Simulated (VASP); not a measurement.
## Ir: single point with PBE

Ir:

```
CELL_PARAMETERS angstrom
2.75138 0.00000 0.00000
-1.37569 2.38276 0.00000
0.00000 0.00000 4.46229
ATOMIC_POSITIONS crystal
Ir 0.33333 0.66667 0.25000
Ir 0.66667 0.33333 0.75000
```

This isn't the form of Ir at room conditions, which is fcc.

| Quantity | Value |
| --- | --- |
| Program | VASP 6.6.1 |
| Task | single point |
| Functional | PBE |
| Potentials or basis | VASP PAW PBE potentials, release 64 (Ir) |
| Cutoff | 520 eV |
| k mesh | 11 × 11 × 6 |
| Occupations | gaussian, width 0.019 eV |
| Spin | no spin polarisation |

The pressure is -1.0 GPa and the band gap on the k mesh is zero (bands 9 and 10 overlap by 3.07 eV).

Stress tensor (GPa, compression positive):
```
-1.26  0.00  0.00
 0.00 -1.26  0.00
 0.00  0.00 -0.35
```

Levels at points of the mesh, in eV from the Fermi level:
| k point | band 5 | band 6 | band 7 | band 8 | band 9 | band 10 | band 11 | band 12 | band 13 | band 14 |
| --- | --- | --- | --- | --- | --- | --- | --- | --- | --- | --- |
| (0.00, 0.00, 0.00) | -3.64 | -3.02 | -3.02 | -2.26 | -2.26 | -0.72 | 0.27 | 0.27 | 6.79 | 14.32 |
| (0.00, 0.00, 0.50) | -3.76 | -3.76 | -3.76 | -3.76 | -0.44 | -0.44 | -0.44 | -0.44 | 13.59 | 13.59 |

Wall time 12 s on 1 thread of AMD EPYC 9R45 96-Core Processor (Zen 5), with other jobs on the host, peak memory 0.12 GiB.

Caveat: spin-orbit coupling is left out, which moves the levels of the heavy elements.
